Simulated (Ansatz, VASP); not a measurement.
One calculation of TiB2, two programs

```
Ti B
1.0
     3.08423    0.00000    0.00000
    -1.54211    2.67102    0.00000
     0.00000    0.00000    3.28758
Ti B
1 2
Direct
  0.00000 0.00000 0.00000
  0.33333 0.66667 0.50000
  0.66667 0.33333 0.50000
```

Alike in both runs: functional r2SCAN; k mesh 13 × 13 × 10; occupations fermi-dirac, width 0.1 eV; no spin polarisation.

Ansatz relaxed the structure, and its values are those at the end. VASP's run is a single point on that final structure, the one shown.

|  | VASP | Ansatz |
| --- | --- | --- |
| version | VASP 6.6.1 | Ansatz 0.2.0 |
| potentials or method | VASP PAW PBE potentials, release 64 (Ti_sv, B), cutoff 550 eV | PAW plane waves |
| valence electrons in the cell | 18 | 18 |

|  | VASP | Ansatz | Ansatz less VASP |
| --- | --- | --- | --- |
| pressure (GPa) | -13.1 | -13.7 | -0.61 |

VASP's potentials were made for PBE, not for r2SCAN. Ansatz's warnings: stress scf threshold loose.
